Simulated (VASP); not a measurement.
Set up this calculation in VASP 6.6.1, as the native input.

```yaml
Task: single point
Functional: PBE
Potentials_or_basis: VASP PAW PBE potentials, release 64 (K_sv, Eu)
Cutoff: 600 eV
k_mesh: 3 × 3 × 3
Occupations: fermi-dirac, width 0.05 eV
Spin: collinear spin, ferromagnetic start
Starting_moments: "[0.0, 7.0, 7.0, 7.0] μB"
Dipole_correction: no
Further_INCAR_settings: ALGO = Normal; EDIFF = 1e-06; NBANDS = 42
```

The structure of KEu3 lies in POSCAR:

```
KEu3
1.0
    5.8850400000      0.0000000000      0.0000000000
    0.0000000000      5.8850400000      0.0000000000
    0.0000000000      0.0000000000      5.8850400000
K Eu
1 3
Direct
    0.0000000000      0.0000000000      0.0000000000
    0.0000000000      0.5000000000      0.5000000000
    0.5000000000      0.0000000000      0.5000000000
    0.5000000000      0.5000000000      0.0000000000
```

The input as run:

INCAR

```
SYSTEM = KEu3
PREC = Accurate
ENCUT = 600
EDIFF = 1E-6
ISMEAR = -1
SIGMA = 0.05
LREAL = .False.
LASPH = .True.
NELM = 200
ALGO = Normal
ISIF = 2
LWAVE = .False.
LCHARG = .False.
ISPIN = 2
MAGMOM = 0 7 7 7
LORBIT = 11
LMAXMIX = 6
GGA = PE
NBANDS = 42
GGA_COMPAT = .False.
```

KPOINTS

```
Automatic mesh
0
Gamma
  3 3 3
  0 0 0
```

Potentials or basis: VASP PAW PBE potentials, release 64 (K_sv, Eu).

Run with:

```bash
$ cat potpaw_PBE.64/K_sv/POTCAR potpaw_PBE.64/Eu/POTCAR > POTCAR
$ mpirun -np 1 vasp_std > vasp.out
```

Results of the run:

* Pressure: -0.1 GPa
* Net moment: 21.78 μB per cell
* Site moments: K +0.01; Eu +6.70 μB
* Valence electrons inside the program's atomic spheres: K 7.57; Eu 14.72

It took 4.2 min on 1 thread of Intel(R) Xeon(R) 6975P-C (Granite Rapids), with other jobs on the host, peak memory 0.42 GiB.
